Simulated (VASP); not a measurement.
Runs of VASP 6.6.1 on WC. The structure is that of space group Pm-3m (No. 221), or close to it. The cells are those of the table. The cell was built from a structure type or drawn by symmetry, and may not be a known phase.

```csv
task,cell,k mesh,cutoff (eV),gap on the mesh (eV),pressure (GPa),relaxed volume (Å³/atom)
single point,"a = 2.726 Å, 2 atoms",20 × 20 × 20,520,none,1.3,-
relaxation of cell and atoms,"relaxed from a = 3.076 Å, 2 atoms",6 × 6 × 6,600,none,0.5,(a)
single point,"a = 2.724 Å, 2 atoms",6 × 6 × 6,520,none,1.1,-
relaxation of cell and atoms,"relaxed from a = 2.724 Å, 2 atoms",20 × 20 × 20,600,none,0.0,10.16
```

Alike in all rows: level PBE; potentials or basis VASP PAW PBE potentials, release 64 (W_sv, C); no spin polarisation; smearing gaussian 0.1 eV.

Task: Estimate the missing entries.

Result: (a) 10.12.

Caveats: some runs use coarse meshes; spin-orbit coupling is left out, which moves the levels of the heavy elements; the volume moved by over 15 % at a fixed basis, so the end points are rough (at least some runs).

A k mesh can miss the band edges, and the runs leave out spin-orbit coupling on W.

A gap of «none» marks levels without a gap at the run's occupations.
